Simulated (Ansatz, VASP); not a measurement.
**La2O3: VASP beside Ansatz**

Contents of INCAR:

```
SYSTEM = La2O3
PREC = Accurate
ENCUT = 600
EDIFF = 1E-6
ISMEAR = -1
SIGMA = 0.05
LREAL = .False.
LASPH = .True.
NELM = 200
ALGO = Normal
ISIF = 2
LWAVE = .False.
LCHARG = .True.
LELF = .True.
LVHAR = .True.
NBANDS = 28
GGA_COMPAT = .False.
LMAXMIX = 6
```

File KPOINTS:

```
regular mesh
0
Gamma
  5 5 8
  0 0 0
```

File POSCAR:

```
La2O3
1.0
    6.3702727145      0.0000000000      0.0000000000
   -3.1851363572      5.5168179998      0.0000000000
    0.0000000000      0.0000000000      3.2898942108
La O
2 3
Direct
    0.6666666667      0.3333333333      0.4981030000
    0.3333333333      0.6666666667      0.5018970000
    0.5046070000      0.0000000000      0.0000000000
    0.0000000000      0.5046070000      0.0000000000
    0.4953930000      0.4953930000      0.0000000000
```

File input.yaml:

```yaml
crystal:
  lattice:
    - [6.3702727145, 0.0, 0.0]
    - [-3.1851363572, 5.5168179998, 0.0]
    - [0.0, 0.0, 3.2898942108]
  atoms:
    - { symbol: La, position: [0.6666666667, 0.3333333333, 0.498103] }
    - { symbol: La, position: [0.3333333333, 0.6666666667, 0.501897] }
    - { symbol: O, position: [0.504607, 0.0, 0.0] }
    - { symbol: O, position: [0.0, 0.504607, 0.0] }
    - { symbol: O, position: [0.495393, 0.495393, 0.0] }
kpoints:
  mp_grid: { grid: [5, 5, 8] }
  band_path:
    path:
      - [0.0, 0.0, 0.0]
      - [0.5, 0.0, 0.0]
      - [0.3333333333, 0.3333333333, 0.0]
      - [0.0, 0.0, 0.0]
      - [0.0, 0.0, 0.5]
      - [0.5, 0.0, 0.5]
      - [0.3333333333, 0.3333333333, 0.5]
      - [0.0, 0.0, 0.5]
    npoints: 10
scf:
  occupations: { method: fermi_dirac, width: 0.05 }
hamiltonian:
  xc: lda
  pseudopotentials: { kind: all_electron, lapw: { basis_error: 0.002 } }
output:
  forces: true
  stress: true
  eigenvalues: true
```

Alike in both runs: functional LDA; k mesh 5 × 5 × 8; occupations fermi-dirac, width 0.05 eV; no spin polarisation.

|  | VASP | Ansatz |
| --- | --- | --- |
| version | VASP 6.6.1 | Ansatz 0.2.0 |
| potentials or method | VASP PAW LDA potentials, release 64 (La, O), cutoff 600 eV | all-electron LAPW, scalar-relativistic |
| task | single point | band structure |

|  | VASP | Ansatz | Ansatz less VASP |
| --- | --- | --- | --- |
| gap on the k mesh at the Fermi level (eV) | 1.49 | 1.49 | +0.002 |
| least direct gap on the mesh (eV) | 1.94 | 1.94 | +0.002 |
| pressure (GPa) | -5.3 | -5.2 | +0.15 |
| traceless stress, the component that is largest in VASP (GPa) | -1.69 | -1.70 | -0.010 |
| rms of the force components (eV/Å) | 0.023 | 0.023 | 0.0000 |

LDA's correlation is that of Perdew and Zunger in VASP and of Perdew and Wang (1992) in Ansatz. Atom by atom the forces differ by 0.000 eV/Å (rms over components). Ansatz ran all-electron here, and VASP with PAW potentials.

Neither program's run includes spin-orbit coupling.
